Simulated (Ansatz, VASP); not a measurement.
# BeTe in VASP and in Ansatz

The input INCAR:

```
SYSTEM = BeTe
  PREC = Accurate
  ENCUT = 600
  EDIFF = 1E-6
  ISMEAR = 0
  SIGMA = 0.02
  LREAL = .False.
  LASPH = .True.
  NELM = 120
  ALGO = Normal
  ISIF = 2
  LWAVE = .False.
  LCHARG = .False.
  GGA = PS
  NBANDS = 11
  GGA_COMPAT = .False.
```

File KPOINTS:

```
Automatic mesh
0
Gamma
  8 8 8
  0 0 0
```

POSCAR

```
BeTe
1.0
    0.0000000000      2.8023960452      2.8023960452
    2.8023960452      0.0000000000      2.8023960452
    2.8023960452      2.8023960452      0.0000000000
Be Te
1 1
Direct
    0.0000000000      0.0000000000      0.0000000000
    0.2500000000      0.2500000000      0.2500000000
```

Input for Ansatz:

```yaml
crystal:
  lattice:
    - [0.0, 2.8023960452, 2.8023960452]
    - [2.8023960452, 0.0, 2.8023960452]
    - [2.8023960452, 2.8023960452, 0.0]
  atoms:
    - { symbol: Be, position: [0.0, 0.0, 0.0] }
    - { symbol: Te, position: [0.25, 0.25, 0.25] }
basis:
  ecutwfc: 420
kpoints:
  mp_grid: { grid: [8, 8, 8] }
  band_path:
    path:
      - [[0.0, 0.0, 0.0], [-0.5, -0.5, 0.0], [-0.375, -0.375, 0.25]]
      - [[-0.375, 0.0, 0.375], [0.0, 0.0, 0.0], [0.0, 0.0, 0.5], [-0.5, -0.25, 0.25], [-0.5, -0.5, 0.0]]
    npoints: 10
hamiltonian:
  xc: pbesol
  pseudopotentials: { kind: paw }
scf:
  occupations: { method: gaussian, width: 0.02 }
  n_extra_bands: 7
output:
  forces: true
  stress: true
  eigenvalues: true
```

Alike in both runs: task single point; functional PBEsol; k mesh 8 × 8 × 8; occupations gaussian, width 0.02 eV; no spin polarisation.

|  | VASP | Ansatz |
| --- | --- | --- |
| version | VASP 6.6.1 | Ansatz 0.2.0 |
| potentials or method | VASP PAW PBE potentials, release 64 (Be, Te), cutoff 600 eV | scalar-relativistic, plane waves, PAW |
| valence electrons in the cell | 8 | 18 |

Ansatz gave:

| Quantity | Value |
| --- | --- |
| gap on the k mesh at the Fermi level (eV) | 1.84 |
| least direct gap on the mesh (eV) | 3.61 |
| pressure (GPa) | 0.0 |

Task: Estimate VASP's values.

Result: gap on the k mesh at the Fermi level (eV): 1.82; least direct gap on the mesh (eV): 3.59; pressure (GPa): 0.3.

VASP's potentials were made for PBE, not for PBEsol. The functional is the same, so the differences come from potentials, cutoffs and numerics. VASP's potentials hold 8 valence electrons a cell and Ansatz's 18, so a difference there can come from the potentials and not from the codes.

Neither program's run includes spin-orbit coupling.
